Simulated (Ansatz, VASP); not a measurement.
**Ag in VASP and in Ansatz**

```xyz
4
Lattice="2.8862 0.0000 0.0000 -1.4431 2.4995 0.0000 0.0000 0.0000 10.1000" Properties=species:S:1:pos:R:3 pbc="T T T"
Ag    0.0000    1.6663    2.5250
Ag    1.4431    0.8332    7.5750
Ag    0.0000    0.0000    0.0000
Ag    0.0000    0.0000    5.0500
```

Change from the starting cell: zz strain of +1 %, crystal datasets.

Alike in both runs: task electric field gradients; functional PBE; k mesh 14 × 14 × 4; occupations fermi-dirac, width 0.08 eV; no spin polarisation.

|  | VASP | Ansatz |
| --- | --- | --- |
| version | VASP 6.6.1 | Ansatz 0.2.0 |
| potentials or method | VASP PAW PBE potentials, release 64 (Ag), cutoff 520 eV | all-electron PAW with datasets made for the crystal, scalar-relativistic |

VASP gave:

| Quantity | Value |
| --- | --- |
| pressure (GPa) | -1.2 |
| traceless stress, the component that is largest in VASP (GPa) | -3.65 |
| size of Vzz on the site where it differs most (V/Å²) | 11.0 |

Question: What did Ansatz give for the same quantities?

Answer: Pressure (GPa): -1.1; traceless stress, the component that is largest in VASP (GPa): -3.67; size of Vzz on the site where it differs most (V/Å²): 5.0.

Ansatz ran all-electron here, and VASP with PAW potentials.
